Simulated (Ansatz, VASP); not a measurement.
## Two plane-wave programs on BaTe

```
Ba Te
1.0
     0.00000    3.53239    3.53239
     3.53239    0.00000    3.53239
     3.53239    3.53239    0.00000
Ba Te
1 1
Cartesian
  0.0000 0.0000 0.0000
  3.5324 3.5324 3.5324
```

Alike in both runs: task single point; functional r2SCAN; k mesh 4 × 4 × 4; occupations gaussian, width 0.2 eV; no spin polarisation.

|  | VASP | Ansatz |
| --- | --- | --- |
| version | VASP 6.6.1 | Ansatz 0.2.0 |
| potentials or method | VASP PAW PBE potentials, release 64 (Ba_sv, Te) | plane waves |
| plane-wave cutoff (eV) | 520 | 500 |
| valence electrons in the cell | 16 | 26 |

Ansatz gave:

| Quantity | Value |
| --- | --- |
| gap on the k mesh at the Fermi level (eV) | 2.00 |
| pressure (GPa) | 0.0 |

Problem. Which values does VASP return?

Solution. gap on the k mesh at the Fermi level (eV): 1.93; pressure (GPa): 0.3.

VASP's potentials were made for PBE, not for r2SCAN. VASP's potentials hold 16 valence electrons a cell and Ansatz's 26, so a difference there can come from the potentials and not from the codes.

Neither program's run includes spin-orbit coupling.
